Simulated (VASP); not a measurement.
Input of a VASP 6.6.1 run:

File INCAR:

```
PREC = Accurate
ENCUT = 520
EDIFF = 1E-8
ISMEAR = -1
SIGMA = 0.01
LREAL = F
LASPH = T
NELM = 60
ALGO = Normal
ISIF = 2
LWAVE = F
LCHARG = F
GGA = PS
LEFG = T
NBANDS = 15
```

Contents of KPOINTS:

```
regular mesh
0
Gamma
  7 7 7
```

POSCAR

```
KCl
1.0
    3.7052729967      0.0000000000      0.0000000000
    0.0000000000      3.7052729967      0.0000000000
    0.0000000000      0.0000000000      3.7052729967
K Cl
1 1
Direct
    0.0000000000      0.0000000000      0.0000000000
    0.5000000000      0.5000000000      0.5000000000
```

Potentials or basis: VASP PAW PBE potentials, release 64 (K_sv, Cl).

The run is started by

```sh
$ cat potpaw_PBE.64/K_sv/POTCAR potpaw_PBE.64/Cl/POTCAR > POTCAR
$ mpirun -np 1 vasp_std > vasp.out
```

Question: What does it give for the band gap on the k mesh?

Answer: 5.10 eV, indirect (least direct gap 5.30 eV).

Question: Estimate the pressure.

Answer: 0.7 GPa.

Caveat: without QUAD_EFG the Cq values of the log hold for a quadrupole moment of 1 mb, not for the nuclei; the PAW data sets were made with another functional, which shifts forces and pressure a little. A k mesh can miss the band edges.
